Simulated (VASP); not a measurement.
Wanted: the native input for a VASP 6.6.1 run.

```yaml
Task: single point
Functional: PBE
Potentials_or_basis: VASP PAW PBE potentials, release 64 (Zr_sv, Si, O)
Cutoff: 520 eV
k_mesh: 6 × 6 × 2
Occupations: gaussian, width 0.1 eV
Spin: collinear spin
Starting_moments: "[1.0, 1.0, 1.0, 0.0, 0.0] μB"
Dipole_correction: no
Further_INCAR_settings: ALGO = Normal; EDIFF = 1e-06; NBANDS = 35
```

The structure of Zr3SiO lies in POSCAR:

```
Zr3SiO
1.0
    3.0639450906      0.0000000000      0.0000000000
    0.0000000000      3.0639450906      0.0000000000
    0.0000000000      0.0000000000     10.1591562036
Zr Si O
3 1 1
Direct
    0.0000000000      0.0000000000      0.0000000000
    0.0000000000      0.0000000000      0.3243180869
    0.0000000000      0.0000000000      0.6756819131
    0.5000000000      0.5000000000      0.5000000000
    0.5000000000      0.5000000000      0.0000000000
```

The cell was built from a structure type or drawn by symmetry, and may not be a known phase.

One way to write it, as run:

INCAR

```
SYSTEM = Zr3SiO
PREC = Accurate
ENCUT = 520
EDIFF = 1E-6
ISMEAR = 0
SIGMA = 0.1
LREAL = .FALSE.
LASPH = .TRUE.
NELM = 150
ALGO = Normal
ISIF = 2
LWAVE = .FALSE.
LCHARG = .FALSE.
ISPIN = 2
MAGMOM = 1 1 1 0 0
LORBIT = 11
LMAXMIX = 4
GGA = PE
NBANDS = 35
```

KPOINTS

```
regular mesh
0
G
  6 6 2
  0 0 0
```

Potentials or basis: VASP PAW PBE potentials, release 64 (Zr_sv, Si, O).

Command:

```sh
$ cat potpaw_PBE.64/Zr_sv/POTCAR potpaw_PBE.64/Si/POTCAR potpaw_PBE.64/O/POTCAR > POTCAR
$ mpirun -np 1 vasp_std > vasp.out
```

Results of the run:

```
Pressure                                              : -0.1 GPa
Largest force                                         : 0.057 eV/Å
Band gap on the k mesh                                : zero (filled and empty bands overlap)
Net moment                                            : 0.00 μB per cell
Valence electrons inside the program's atomic spheres : Zr 9.81, 9.90 (each value once); Si 1.62; O 5.05
```

It took 72 s on 1 thread of Intel(R) Xeon(R) 6975P-C (Granite Rapids) (shared host), peak memory 0.28 GiB.
